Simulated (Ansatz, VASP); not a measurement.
Na in VASP and in Ansatz

INCAR

```
PREC     = Accurate       # precision mode
ENCUT    = 520            # plane-wave cutoff, eV
EDIFF    = 1E-7           # SCF threshold, eV
ISMEAR   = 0              # smearing method
SIGMA    = 0.1            # smearing width, eV
LREAL    = False          # projectors in reciprocal space
LASPH    = True           # aspherical terms in the spheres
NELM     = 100            # most SCF steps
ALGO     = Fast           # electronic algorithm
ISIF     = 2              # what is computed and relaxed
LWAVE    = False          # write WAVECAR
LCHARG   = False          # write CHGCAR
GGA      = PE             # functional
NBANDS   = 14             # bands
```

Contents of KPOINTS:

```
Automatic mesh
0
Gamma
  6 6 6
```

Contents of POSCAR:

```
Na
1.0
   -3.2633941077      3.2633941077      1.7802417262
    3.2633941077     -3.2633941077      1.7802417262
    3.2633941077      3.2633941077     -1.7802417262
Na
2
Direct
    0.0000000000      0.0000000000      0.0000000000
    0.7500000000      0.2500000000      0.5000000000
```

Input for Ansatz:

```yaml
crystal:
  lattice:
    - [-3.2633941077, 3.2633941077, 1.7802417262]
    - [3.2633941077, -3.2633941077, 1.7802417262]
    - [3.2633941077, 3.2633941077, -1.7802417262]
  atoms:
    - { symbol: Na, position: [0.0, 0.0, 0.0] }
    - { symbol: Na, position: [0.75, 0.25, 0.5] }
basis:
  ecutwfc: 420
kpoints:
  mp_grid: { grid: [6, 6, 6] }
hamiltonian:
  xc: pbe
scf:
  occupations: { method: gaussian, width: 0.1 }
  lower_state_search: "off"
output:
  forces: true
  stress: true
  eigenvalues: true
```

Alike in both runs: task single point; functional PBE; k mesh 6 × 6 × 6; occupations gaussian, width 0.1 eV; no spin polarisation.

```csv
,VASP,Ansatz
version,VASP 6.6.1,Ansatz 0.2.0
potentials or method,"VASP PAW PBE potentials, release 64 (Na_pv), cutoff 520 eV","scalar-relativistic, plane waves, PAW"
valence electrons in the cell,14,18
```

Ansatz gave:

```
gap on the k mesh at the Fermi level (eV)                     : none
pressure (GPa)                                                : 0.1
traceless stress, the component that is largest in VASP (GPa) : -0.30
```

Problem. Estimate VASP's values.

Solution. gap on the k mesh at the Fermi level (eV): none; pressure (GPa): 0.0; traceless stress, the component that is largest in VASP (GPa): -0.30.

A gap of «none» marks a metal or a gap that the smearing closes. The functional is the same, so the differences come from potentials, cutoffs and numerics. VASP's potentials hold 14 valence electrons a cell and Ansatz's 18, so a difference there can come from the potentials and not from the codes.
